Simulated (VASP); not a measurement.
# Bi2Se3 (P-1) in VASP: a series of runs

The runs below take Bi2Se3 through single point, with PBE.

All numbers are computed with VASP 6.6.1; they aren't measurements. Logs are shortened: lines on timing, memory, paths and dates and some standing lists are left out, and cuts for length are marked.

**1. The cell of the first run**

The typed cell holds 5 atoms: a = 10.710 Å, b = 10.710 Å, c = 10.710 Å, α = 22.55°, β = 22.55°, γ = 22.55°.

**2. Single point, PBE (atoms displaced along a vibrational mode)**

Contents of INCAR:

```
SYSTEM = Bi2Se3
ALGO = Normal
EDIFF = 1E-6
ENCUT = 520
GGA = PE
ISIF = 2
ISMEAR = 0
LASPH = .TRUE.
LCHARG = .TRUE.
LELF = .TRUE.
LREAL = .FALSE.
LVHAR = .TRUE.
LWAVE = .FALSE.
NBANDS = 32
NELM = 80
PREC = Accurate
SIGMA = 0.05
```

Contents of KPOINTS:

```
k-points
0
G
  6 6 6
  0 0 0
```

Contents of POSCAR:

```
Bi2Se3
1.0
    2.0936564891      1.2087731376     10.4340296434
   -2.0936564891      1.2087731376     10.4340296434
    0.0000000000     -2.4175462751     10.4340296434
Bi Se
2 3
Direct
    0.4048275630      0.3931200930      0.3888348615
    0.5951724370      0.6068799070      0.6111651385
    0.0000000000      0.0000000000      0.0000000000
    0.2529942951      0.2124657680      0.1976312975
    0.7470057049      0.7875342320      0.8023687025
```

Potentials or basis: VASP PAW PBE potentials, release 64 (Bi_d, Se).

The run is started by

```console
cat potpaw_PBE.64/Bi_d/POTCAR potpaw_PBE.64/Se/POTCAR > POTCAR
mpirun -np 1 vasp_std > vasp.out
```

OUTCAR:

```text
SYSTEM = Bi2Se3
   EDIFF = 1E-6
   ENCUT = 520
   GGA = PE
   ISIF = 2
   ISMEAR = 0
   LASPH = .TRUE.
   LREAL = .FALSE.
   NELM = 80
   PREC = Accurate

 ion  position               nearest neighbor table
   1  0.405  0.393  0.389-   5 2.79   5 2.85   5 3.01   3 3.08   3 3.11   3 3.12
   2  0.595  0.607  0.611-   4 2.79   4 2.85   4 3.01   3 3.08   3 3.11   3 3.12
   3  0.000  0.000  0.000-   2 3.08   1 3.08   1 3.11   2 3.11   2 3.12   1 3.12
   4  0.253  0.212  0.198-   2 2.79   2 2.85   2 3.01
   5  0.747  0.788  0.802-   1 2.79   1 2.85   1 3.01

  LATTYP: Found a trigonal (rhomboedric) cell.
 ALAT       =    10.7104390476
 COS(alpha) =     0.9235766092

  Lattice vectors:

 A1 = (   2.0936564891,   1.2087731376,  10.4340296434)
 A2 = (  -2.0936564891,   1.2087731376,  10.4340296434)
 A3 = (   0.0000000000,  -2.4175462751,  10.4340296434)

Analysis of symmetry for initial positions (statically):
=====================================================================
 Subroutine PRICEL returns:
 Original cell was already a primitive cell.

 Routine SETGRP: Setting up the symmetry group for a
 trigonal (rhombohedral) supercell.

 Subroutine GETGRP returns: Found  2 space group operations
 (whereof  2 operations were pure point group operations)
 out of a pool of 12 trial point group operations.

The static configuration has the point symmetry S_2 .

Analysis of symmetry for dynamics (positions and initial velocities):
=====================================================================
 Subroutine PRICEL returns:
 Original cell was already a primitive cell.

 Routine SETGRP: Setting up the symmetry group for a
 trigonal (rhombohedral) supercell.

 Subroutine GETGRP returns: Found  2 space group operations
 (whereof  2 operations were pure point group operations)
 out of a pool of 12 trial point group operations.

The dynamic configuration has the point symmetry S_2 .

 Subroutine INISYM returns: Found  2 space group operations
 (whereof  2 operations are pure point group operations),
 and found     1 'primitive' translations

----------------------------------------------------------------------------------------

                                     Primitive cell

  volume of cell :     158.4359

  direct lattice vectors                    reciprocal lattice vectors
     2.093656489  1.208773138 10.434029643     0.238816636  0.137880849  0.031946750
    -2.093656489  1.208773138 10.434029643    -0.238816636  0.137880849  0.031946750
     0.000000000 -2.417546275 10.434029643     0.000000000 -0.275761698  0.031946750

  length of vectors
    10.710439048 10.710439048 10.710439048     0.277606032  0.277606032  0.277606032

  position of ions in fractional coordinates (direct lattice)
     0.404827563  0.393120093  0.388834862
     0.595172437  0.606879907  0.611165138
     0.000000000  0.000000000  0.000000000
     0.252994295  0.212465768  0.197631298
     0.747005705  0.787534232  0.802368702

  ion indices of the primitive-cell ions
   primitive index   ion index
                 1           1
                 2           2
                 3           3
                 4           4
                 5           5

----------------------------------------------------------------------------------------

 KPOINTS: k-points

Automatic generation of k-mesh.
 Grid dimensions read from file:
 generate k-points for:    6    6    6

 Generating k-lattice:

  Cartesian coordinates                     Fractional coordinates (reciprocal lattice)
     0.039802773  0.022980142  0.005324458     0.166666667  0.000000000  0.000000000
    -0.039802773  0.022980142  0.005324458     0.000000000  0.166666667  0.000000000
     0.000000000 -0.045960283  0.005324458     0.000000000  0.000000000  0.166666667

  Length of vectors
     0.046267672  0.046267672  0.046267672

  Shift w.r.t. Gamma in fractional coordinates (k-lattice)
     0.000000000  0.000000000  0.000000000

 Subroutine IBZKPT returns following result:
 ===========================================

 Found    112 irreducible k-points:

 Following reciprocal coordinates:
            Coordinates               Weight
  0.000000  0.000000  0.000000      1.000000
  0.166667  0.000000  0.000000      2.000000
  0.000000  0.166667  0.000000      2.000000
 -0.000000 -0.000000  0.166667      2.000000
  0.333333  0.000000 -0.000000      2.000000
  0.000000  0.333333 -0.000000      2.000000
[... 16 lines left out ...]
 -0.166667  0.500000 -0.000000      2.000000
  0.166667 -0.000000  0.500000      2.000000
 [... further k-points ...]
   k-points           NKPTS =    112   k-points in BZ     NKDIM =    112   number of bands    NBANDS=     32
   number of dos      NEDOS =    301   number of ions     NIONS =      5
   total plane-waves  NPLWV = 512000
   dimension x,y,z NGX =    80 NGY =   80 NGZ =   80
   dimension x,y,z NGXF=   160 NGYF=  160 NGZF=  160
   ions per type =               2   3
   NGX,Y,Z   is equivalent  to a cutoff of  12.42, 12.42, 12.42 a.u.
   NGXF,Y,Z  is equivalent  to a cutoff of  24.83, 24.83, 24.83 a.u.
 SYSTEM =  Bi2Se3
   PREC   = accura    normal or accurate (medium, high low for compatibility)
   ISTART =      0    job   : 0-new  1-cont  2-samecut
   ICHARG =      2    charge: 1-file 2-atom 10-const
   ISPIN  =      1    spin polarized calculation?
   LNONCOLLINEAR =      F non collinear calculations
   LSORBIT =      F    spin-orbit coupling
   LASPH  =      T    aspherical Exc in radial PAW
   ENCUT  =  520.0 eV  38.22 Ry    6.18 a.u.  19.91 19.91 19.91*2*pi/ulx,y,z
   NELM   =     80;   NELMIN=  2; NELMDL= -5     # of ELM steps
   EDIFF  = 0.1E-05   stopping-criterion for ELM
   LREAL  =      F    real-space projection
   EDIFFG = 0.1E-04   stopping-criterion for IOM
   NSW    =      0    number of steps for IOM
   IBRION =     -1    ionic relax: 0-MD 1-quasi-New 2-CG
   NFREE  =      0    steps in history (QN), initial steepest desc. (CG)
   ISIF   =      2    stress and relaxation
   ISYM   =      2    0-nonsym 1-usesym 2-fastsym
   POTIM  = 0.5000    time-step for ionic-motion
   TEBEG  =    0.0;   TEEND  =   0.0 temperature during run
   PSTRESS=    0.0 pullay stress
   NELECT =      48.0000    total number of electrons
   NUPDOWN=      -1.0000    fix difference up-down
   EMIN   =  10.00;   EMAX   =-10.00  energy-range for DOS
   EFERMI =   0.00;   METHOD = LEGACY
   ISMEAR =     0;   SIGMA  =   0.05  broadening in eV -4-tet -1-fermi 0-gaus
   EFERMI_NEDOS =   21; number of points for ismear=-14 and -15
   IALGO  =     38    algorithm
   IMIX   =      4    mixing-type and parameters
     AMIX     =   0.40;   BMIX     =  1.00
     AMIX_MAG =   1.60;   BMIX_MAG =  1.00
  volume/ion in A,a.u.               =      31.69       213.84
  Fermi-wavevector in a.u.,A,eV,Ry     =   1.099522  2.077796 16.448755  1.208949
  Thomas-Fermi vector in A             =   2.235918
   LORBIT       =      0    0 simple, 1 ext, 2 COOP (PROOUT), +10 PAW based schemes
   GGA     = PE    functional components
   LHFCALC =     F    Hartree Fock is set to
   AEXX    =    0.0000 exact exchange contribution
   IVDW    =     0    specifies the selected vdW correction
   LEPSILON=     F    determine dielectric tensor
   LRPA    =     F    only Hartree local field effects (RPA)
 non-spin polarized calculation
 Gauss-broadening in eV      SIGMA  =   0.05
  energy-cutoff  :      520.00
  volume of cell :      158.44
 maximum number of plane-waves:      4296
   NGX = 39   NGY = 39   NGZ = 39

 number of electron      47.9999997 magnetization

 Free energy of the ion-electron system (eV)
  ---------------------------------------------------
  ext. energy  EPLUGINS =         0.00000000
  ---------------------------------------------------
  free energy    TOTEN  =       -20.15858341 eV

  energy without entropy =      -20.15858341  energy(sigma->0) =      -20.15858341

 E-fermi :   3.7077     XC(G=0):  -8.8802

 val. band max:        3.4171964995   @ k =   0.5000   0.5000   0.3333
 cond. band min:       4.0737392690   @ k =   0.0000   0.0000   0.0000
 fundamental gap:      0.6565427694
 Fermi energy:         3.7077297052

 k-point     1 :       0.0000    0.0000    0.0000
  band No.  band energies     occupation
      1     -19.3009      2.00000
      2     -19.3005      2.00000
      3     -19.2943      2.00000
      4     -19.2938      2.00000
      5     -19.2878      2.00000
      6     -19.2866      2.00000
[... 24 lines left out ...]
     31       9.7126      0.00000
     32      10.1792      0.00000

 k-point     2 :       0.1667    0.0000    0.0000
  band No.  band energies     occupation
      1     -19.3026      2.00000
      2     -19.3000      2.00000
      3     -19.2924      2.00000
      4     -19.2906      2.00000
      5     -19.2847      2.00000
      6     -19.2837      2.00000
[... 24 lines left out ...]
     31       9.2857      0.00000
     32      10.1299      0.00000

 k-point     3 :       0.0000    0.1667    0.0000
  band No.  band energies     occupation
      1     -19.2999      2.00000
      2     -19.2986      2.00000
      3     -19.2927      2.00000
      4     -19.2924      2.00000
      5     -19.2877      2.00000
      6     -19.2863      2.00000
[... 24 lines left out ...]
     31       9.1999      0.00000
     32      10.0248      0.00000

 k-point     4 :      -0.0000   -0.0000    0.1667
  band No.  band energies     occupation
      1     -19.3014      2.00000
      2     -19.3008      2.00000
      3     -19.2924      2.00000
      4     -19.2916      2.00000
      5     -19.2859      2.00000
      6     -19.2846      2.00000
[... 654 lines left out ...]
     31       8.7935      0.00000
     32      10.0731      0.00000

 k-point    23 :      -0.1667    0.5000   -0.0000
  band No.  band energies     occupation
      1     -19.3030      2.00000
      2     -19.3003      2.00000
      3     -19.2890      2.00000
      4     -19.2880      2.00000
      5     -19.2863      2.00000
      6     -19.2846      2.00000
[... 24 lines left out ...]
     31       8.8843      0.00000
     32      10.0536      0.00000

 k-point    24 :       0.1667   -0.0000    0.5000
  band No.  band energies     occupation
      1     -19.3018      2.00000
      2     -19.3003      2.00000
      3     -19.2932      2.00000
      4     -19.2926      2.00000
      5     -19.2880      2.00000
      6     -19.2844      2.00000
[... 24 lines left out ...]
     31       8.8563      0.00000
     32       9.9724      0.00000

 [... further k-points ...]

------------------------ aborting loop because EDIFF is reached ----------------------------------------

  FORCE on cell =-STRESS in cart. coord.  units (eV):
  Direction    XX          YY          ZZ          XY          YZ          ZX
  --------------------------------------------------------------------------------------
  -------------------------------------------------------------------------------------
  Total       -0.4685111      0.8965137      0.3371469     -0.6110371      1.5447449      1.2996550
  in kB       -4.7378027      9.0659632      3.4093866     -6.1790915     15.6211790     13.1427163
  external PRESSURE =       2.5791823 kB  Pullay stress =       0.0000000 kB

 VOLUME and BASIS-vectors are now :
 -----------------------------------------------------------------------------
  energy-cutoff  :      520.00
  volume of cell :      158.44
      direct lattice vectors                 reciprocal lattice vectors
     2.093656489  1.208773138 10.434029643     0.238816636  0.137880849  0.031946750
    -2.093656489  1.208773138 10.434029643    -0.238816636  0.137880849  0.031946750
     0.000000000 -2.417546275 10.434029643     0.000000000 -0.275761698  0.031946750

 POSITION                                       TOTAL-FORCE (eV/Angst)
 -----------------------------------------------------------------------------------
      0.02451      0.02451     12.38292        -0.245501     -0.303062     -0.092911
     -0.02451     -0.02451     18.91916         0.245501      0.303062      0.092911
      0.00000      0.00000      0.00000         0.000000      0.000000      0.000000
      0.08485      0.08485      6.91871        -0.327624     -0.394083     -0.097535
     -0.08485     -0.08485     24.38337         0.327624      0.394083      0.097535
 -----------------------------------------------------------------------------------
    total drift:                                0.000000      0.000000     -0.000000

  FREE ENERGIE OF THE ION-ELECTRON SYSTEM (eV)
  ---------------------------------------------------
  free  energy   TOTEN  =       -20.1585834093 eV

  energy  without entropy=      -20.1585834093  energy(sigma->0) =      -20.15858341
```

Run time: 45 min. Hardware: 1 thread of Intel Xeon Platinum 8259CL at 2.50GHz (Skylake/Cascade Lake), shared host; peak memory 1.2 GiB.

Results:

- Free energy: -20.1586 eV
- Pressure: 0.3 GPa
- Largest force: 0.522 eV/Å
- Band gap on the k mesh: 0.66 eV (least direct gap 0.71 eV)

Forces on the atoms (eV/Å):
```
Bi  -0.246 -0.303 -0.093
Bi   0.246  0.303  0.093
Se   0.000  0.000  0.000
Se  -0.328 -0.394 -0.098
Se   0.328  0.394  0.098
```

Stress tensor (GPa, compression positive):
```
-0.47 -0.62  1.31
-0.62  0.91  1.56
 1.31  1.56  0.34
```

Caveat: the cell differs from its parent crystal (atoms displaced along a vibrational mode); spin-orbit coupling is left out, which moves the levels of the heavy elements. A k mesh can miss the band edges.

**3. Single point, PBE (atoms displaced along a vibrational mode)**

Contents of INCAR:

```
PREC = Accurate
ENCUT = 520
EDIFF = 1E-6
ISMEAR = 0
SIGMA = 0.05
LREAL = F
LASPH = T
NELM = 60
ALGO = Normal
ISIF = 2
LWAVE = F
LCHARG = T
GGA = PE
LELF = T
LVHAR = T
NBANDS = 32
```

Contents of KPOINTS:

```
Automatic mesh
0
Gamma
  6 6 6
```

Contents of POSCAR:

```
Bi2Se3
1.0
    2.0936564891      1.2087731376     10.4340296434
   -2.0936564891      1.2087731376     10.4340296434
    0.0000000000     -2.4175462751     10.4340296434
Bi Se
2 3
Direct
    0.3875149558      0.3977589921      0.4015085696
    0.6124850442      0.6022410079      0.5984914304
    0.0000000000      0.0000000000      0.0000000000
    0.1930620921      0.2285245533      0.2415047150
    0.8069379079      0.7714754467      0.7584952850
```

Potentials or basis: VASP PAW PBE potentials, release 64 (Bi_d, Se).

The run is started by

```console
cat potpaw_PBE.64/Bi_d/POTCAR potpaw_PBE.64/Se/POTCAR > POTCAR
mpirun -np 1 vasp_std > vasp.out
```

It took 24 min on 1 thread of Intel Xeon 6975P-C (Granite Rapids), shared host; peak memory 1.2 GiB.

The run converged. Its results:

```
Free energy            : -20.1699 eV
Pressure               : 0.2 GPa
Largest force          : 0.533 eV/Å
Band gap on the k mesh : 0.65 eV (least direct gap 0.71 eV)
```

Forces in eV/Å, atoms in the order of the input:
```
Bi   0.310  0.265 -0.081
Bi  -0.310 -0.265  0.081
Se   0.000  0.000  0.000
Se   0.396  0.345 -0.086
Se  -0.396 -0.345  0.086
```

Stress tensor (GPa, compression positive):
```
 0.79  0.66 -1.56
 0.66 -0.42 -1.37
-1.56 -1.37  0.30
```

Levels at points of the mesh, in eV from the valence-band top:
```csv
k point,band 20,band 21,band 22,band 23,band 24,band 25,band 26,band 27,band 28,band 29
"(0.00, 0.00, 0.00)",-1.28,-0.98,-0.75,-0.70,-0.06,0.65,1.68,2.23,2.44,2.77
"(0.50, 0.00, 0.00)",-2.23,-2.15,-1.12,-0.83,-0.51,1.43,2.51,3.39,3.52,4.26
"(0.00, 0.50, 0.00)",-2.30,-2.01,-1.32,-0.86,-0.46,1.26,2.69,3.03,3.22,4.39
"(0.00, 0.00, 0.50)",-2.34,-1.96,-1.38,-0.87,-0.45,1.28,2.68,2.91,3.21,4.35
"(0.50, 0.50, 0.00)",-2.24,-1.51,-1.09,-0.97,-0.86,1.45,2.28,2.92,3.25,4.16
"(0.50, 0.00, 0.50)",-2.19,-1.56,-1.14,-0.95,-0.80,1.49,2.37,2.97,3.23,4.19
"(0.00, 0.50, 0.50)",-2.06,-1.81,-1.17,-0.94,-0.67,1.86,2.70,2.76,3.36,4.04
"(0.50, 0.50, 0.50)",-0.96,-0.90,-0.79,-0.76,-0.30,0.78,1.75,2.31,2.41,2.70
```

Caveat: the cell differs from its parent crystal (atoms displaced along a vibrational mode); spin-orbit coupling is left out, which moves the levels of the heavy elements. A k mesh can miss the band edges.

**4. Single point, PBE (atoms displaced along a vibrational mode)**

Contents of INCAR:

```
ALGO = Normal ; EDIFF = 1E-7
ENCUT = 520 ; GGA = PE
ISIF = 2 ; ISMEAR = 0
LASPH = T ; LCHARG = F
LREAL = F ; LWAVE = F
NBANDS = 32 ; NELM = 100
PREC = Accurate ; SIGMA = 0.05
```

Contents of KPOINTS:

```
k-points
0
Gamma
  6 6 6
```

Contents of POSCAR:

```
Bi2Se3
1.0
    2.0936564891      1.2087731376     10.4340296434
   -2.0936564891      1.2087731376     10.4340296434
    0.0000000000     -2.4175462751     10.4340296434
Bi Se
2 3
Direct
    0.3863607820      0.3980682520      0.4023534835
    0.6136392180      0.6019317480      0.5976465165
    0.0000000000      0.0000000000      0.0000000000
    0.1890666119      0.2295951390      0.2444296095
    0.8109333881      0.7704048610      0.7555703905
```

The run is started by

```console
cat potpaw_PBE.64/Bi_d/POTCAR potpaw_PBE.64/Se/POTCAR > POTCAR
mpirun -np 1 vasp_std > vasp.out
```

Run time: 51 min. Hardware: 1 thread of Intel Xeon Platinum 8259CL at 2.50GHz (Skylake/Cascade Lake), shared host; peak memory 1.2 GiB.

The run converged. Its results:

```yaml
Free_energy: -20.1492 eV
Pressure: 0.3 GPa
Largest_force: 0.616 eV/Å
Band_gap_on_the_k_mesh: 0.64 eV (least direct gap 0.71 eV)
```

Forces on the atoms (eV/Å):
```
Bi   0.361  0.303 -0.104
Bi  -0.361 -0.303  0.104
Se   0.000  0.000  0.000
Se   0.461  0.394 -0.110
Se  -0.461 -0.394  0.110
```

Stress tensor (GPa, compression positive):
```
 0.94  0.77 -1.81
 0.77 -0.45 -1.56
-1.81 -1.56  0.39
```

Levels at points of the mesh, in eV from the valence-band top:
```csv
k point,band 22,band 23,band 24,band 25,band 26,band 27
"(0.00, 0.00, 0.00)",-0.75,-0.69,-0.07,0.64,1.64,2.27
"(0.50, 0.00, 0.00)",-1.10,-0.83,-0.53,1.43,2.50,3.42
"(0.00, 0.50, 0.00)",-1.33,-0.86,-0.46,1.23,2.72,3.01
"(0.00, 0.00, 0.50)",-1.40,-0.88,-0.46,1.25,2.70,2.87
"(0.50, 0.50, 0.00)",-1.10,-0.98,-0.87,1.41,2.25,2.95
"(0.50, 0.00, 0.50)",-1.15,-0.95,-0.80,1.45,2.35,3.00
"(0.00, 0.50, 0.50)",-1.18,-0.95,-0.66,1.88,2.71,2.78
"(0.50, 0.50, 0.50)",-0.78,-0.75,-0.31,0.77,1.71,2.35
```

Caveat: the cell differs from its parent crystal (atoms displaced along a vibrational mode); spin-orbit coupling is left out, which moves the levels of the heavy elements.

**5. The runs side by side**

| cell | gap on the mesh (eV) | pressure (GPa) | largest force (eV/Å) |
| --- | --- | --- | --- |
| as given, atomic positions A | 0.66 | 0.3 | 0.52 |
| as given, atomic positions B | 0.65 | 0.2 | 0.53 |
| as given, atomic positions C | 0.64 | 0.3 | 0.62 |

Alike in all rows: task single point; level PBE; potentials or basis VASP PAW PBE potentials, release 64 (Bi_d, Se); no spin polarisation; k mesh 6 × 6 × 6; cutoff (eV) 520; smearing gaussian 0.05 eV.

Caveats: spin-orbit coupling is left out, which moves the levels of the heavy elements.

Absolute energies hang on the potentials; compare differences alone.
